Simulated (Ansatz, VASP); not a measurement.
## One calculation of In4TeS, two programs

Contents of INCAR:

```
SYSTEM = In4TeS
ALGO     = Normal         ! electronic algorithm
EDIFF    = 1E-7           ! SCF threshold, eV
EDIFFG   = -0.01          ! ionic threshold
ENCUT    = 600            ! plane-wave cutoff, eV
GGA      = PE             ! functional
IBRION   = 2              ! ionic algorithm
ISIF     = 3              ! what is computed and relaxed
ISMEAR   = 0              ! smearing method
LASPH    = .TRUE.         ! aspherical terms in the spheres
LCHARG   = .FALSE.        ! write CHGCAR
LREAL    = .FALSE.        ! projectors in reciprocal space
LWAVE    = .FALSE.        ! write WAVECAR
NELM     = 80             ! most SCF steps
NSW      = 100            ! ionic steps
PREC     = Accurate       ! precision mode
SIGMA    = 0.1            ! smearing width, eV
```

Contents of KPOINTS:

```
k-points
0
G
  6 6 6
  0 0 0
```

POSCAR

```
In4TeS
1.0
    7.6455672023      0.0000000000      0.0000000000
   -3.8227836011      6.6212554236      0.0000000000
    0.0000000000      0.0000000000      6.1896766858
In Te S
4 1 1
Direct
    0.5290745268      0.4709254732      0.5000000000
    0.5290745268      0.0581490536      0.5000000000
    0.9418509464      0.4709254732      0.5000000000
    0.3333333333      0.6666666667      0.0000000000
    0.0000000000      0.0000000000      0.5000000000
    0.3333333333      0.6666666667      0.5000000000
```

Input for Ansatz:

```yaml
crystal:
  lattice:
    - [7.6455672023, 0.0, 0.0]
    - [-3.8227836011, 6.6212554236, 0.0]
    - [0.0, 0.0, 6.1896766858]
  atoms:
    - { symbol: In, position: [0.5290745268, 0.4709254732, 0.5] }
    - { symbol: In, position: [0.5290745268, 0.0581490536, 0.5] }
    - { symbol: In, position: [0.9418509464, 0.4709254732, 0.5] }
    - { symbol: In, position: [0.3333333333, 0.6666666667, 0.0] }
    - { symbol: Te, position: [0.0, 0.0, 0.5] }
    - { symbol: S, position: [0.3333333333, 0.6666666667, 0.5] }
basis:
  ecutwfc: 420
kpoints:
  mp_grid: { grid: [6, 6, 6] }
hamiltonian:
  xc: pbe
scf:
  occupations: { method: gaussian, width: 0.1 }
output:
  forces: true
  stress: true
  eigenvalues: true
  write_density: true
  write_potential: true
  elf: true
  volumetric_format: npy
relax:
  adjacent_minimum: "off"
  f_tol: 0.01
  max_steps: 80
  cell: { stress_tol: 0.05 }
```

Alike in both runs: task relaxation of cell and atoms; functional PBE; k mesh 6 × 6 × 6; occupations gaussian, width 0.1 eV; no spin polarisation.

|  | VASP | Ansatz |
| --- | --- | --- |
| version | VASP 6.6.1 | Ansatz 0.2.0 |
| potentials or method | VASP PAW PBE potentials, release 64 (In_d, Te, S), cutoff 600 eV | scalar-relativistic, plane waves, PAW |
| valence electrons in the cell | 64 | 74 |

VASP gave:

```
gap on the k mesh at the Fermi level, each at its own relaxed structure (eV)  : none
relaxed volume (Å³/atom)                                                      : 52.15
relaxed length of the cell vector where the two differ most in proportion (Å) : 7.637
```

Q: Which values does Ansatz return?

A: gap on the k mesh at the Fermi level, each at its own relaxed structure (eV): none; relaxed volume (Å³/atom): 52.22; relaxed length of the cell vector where the two differ most in proportion (Å): 7.646.

A gap of «none» marks a metal or a gap that the smearing closes. VASP's potentials hold 64 valence electrons a cell and Ansatz's 74, so a difference there can come from the potentials and not from the codes.

Spin-orbit coupling is off throughout.
